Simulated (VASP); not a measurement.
Input of a VASP 6.6.1 run:

The input INCAR:

```
ALGO     = Normal         # electronic algorithm
EDIFF    = 1E-6           # SCF threshold, eV
EDIFFG   = -0.01          # ionic threshold
ENCUT    = 600            # plane-wave cutoff, eV
GGA      = PS             # functional
IBRION   = 2              # ionic algorithm
ISIF     = 4              # what is computed and relaxed
ISMEAR   = 0              # smearing method
LASPH    = True           # aspherical terms in the spheres
LCHARG   = False          # write CHGCAR
LREAL    = False          # projectors in reciprocal space
LWAVE    = False          # write WAVECAR
NELM     = 80             # most SCF steps
NSW      = 50             # ionic steps
PREC     = Accurate       # precision mode
SIGMA    = 0.02           # smearing width, eV
```

File KPOINTS:

```
k-points
0
Gamma
  12 12 12
```

POSCAR

```
MgO2
1.0
    1.5074734625      0.8703402093      3.3584803069
   -1.5074734625      0.8703402093      3.3584803069
    0.0000000000     -1.7406804187      3.3584803069
Mg O
1 2
Direct
    0.0000000000      0.0000000000      0.0000000000
    0.4292205970      0.4292205970      0.4292205970
    0.5707794030      0.5707794030      0.5707794030
```

Potentials or basis: VASP PAW PBE potentials, release 64 (Mg, O).

Launch:

```console
$ cat potpaw_PBE.64/Mg/POTCAR potpaw_PBE.64/O/POTCAR > POTCAR
$ mpirun -np 1 vasp_std > vasp.out
```

(1) Estimate the band gap on the k mesh.

## Answers

(1) 2.78 eV.
